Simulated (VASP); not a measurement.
## Pb8O: relaxation of the atoms with PBE

The system is Pb8O, a slab with vacuum.

```xyz
9
Lattice="7.1295 0.0000 0.0000 -3.5648 6.1743 0.0000 0.0000 0.0000 18.1235" Properties=species:S:1:pos:R:3 pbc="T T T"
Pb    1.7824    1.0291    4.0000
Pb    0.0000    4.1162    4.0000
Pb    5.3471    1.0291    4.0000
Pb    3.5648    4.1162    4.0000
Pb    0.0000    2.0581    6.6235
Pb   -1.7824    5.1453    6.6235
Pb    3.5648    2.0581    6.6235
Pb    1.7824    5.1453    6.6235
O     1.7824    3.0872    7.0108
```

```json
{
 "Program": "VASP 6.6.1",
 "Task": "relaxation of the atoms",
 "Functional": "PBE",
 "Potentials or basis": "VASP PAW PBE potentials, release 64 (Pb_d, O)",
 "Cutoff": "520 eV",
 "k mesh": "6 × 6 × 1",
 "Occupations": "gaussian, width 0.1 eV",
 "Spin": "no spin polarisation",
 "Dipole correction": "yes",
 "Atoms held fixed (from 0)": "[0, 1, 2, 3, 4, 5, 6, 7, 8]",
 "Further INCAR settings": "ALGO = Normal; EDIFF = 1e-07; NELMDL = -8; IBRION = 2; EDIFFG = -0.025; NSW = 36"
}
```

```yaml
Energy_gained_by_relaxing: 59.7 meV/atom
Ionic_steps: 6
Band_gap_on_the_k_mesh: zero (bands 59 and 60 overlap by 0.21 eV)
```

Step by step:
| step | energy change (eV) | largest force on free atoms (eV/Å) | pressure (GPa) |
| --- | --- | --- | --- |
| 1 | 0.0000 | 1.5082 | 1.14 |
| 2 | -0.1092 | 1.4836 | 1.04 |
| 3 | -0.3939 | 1.0389 | 0.70 |
| 4 | -0.4701 | 0.7736 | 0.04 |
| 5 | -0.5374 | 0.0552 | 0.30 |
| 6 | -0.5377 | 0.0001 | 0.28 |

Final structure:
```
Pb O
1.0
     7.12950    0.00000    0.00000
    -3.56475    6.17433    0.00000
     0.00000    0.00000   18.12349
Pb O
8 1
Direct
  0.33333 0.16667 0.22071
  0.33333 0.66667 0.22071
  0.83333 0.16667 0.22071
  0.83333 0.66667 0.22071
  0.16667 0.33333 0.36546
  0.16667 0.83333 0.36546
  0.66667 0.33333 0.36546
  0.66667 0.83333 0.36546
  0.50000 0.50000 0.41739
```

Levels at points of the mesh, in eV from the Fermi level:
| k point | band 57 | band 58 | band 59 | band 60 | band 61 | band 62 |
| --- | --- | --- | --- | --- | --- | --- |
| (0.00, 0.00, 0.00) | -1.94 | -1.94 | -0.25 | 1.42 | 1.59 | 1.59 |
| (0.50, 0.00, 0.00) | -1.03 | -0.38 | -0.23 | -0.17 | 0.08 | 0.54 |

Wall time 17 min on 4 MPI ranks on AMD EPYC 9R45 96-Core Processor (Zen 5), with other jobs on the host, peak memory 1.1 GiB a rank.

Caveat: spin-orbit coupling is left out, which moves the levels of the heavy elements.
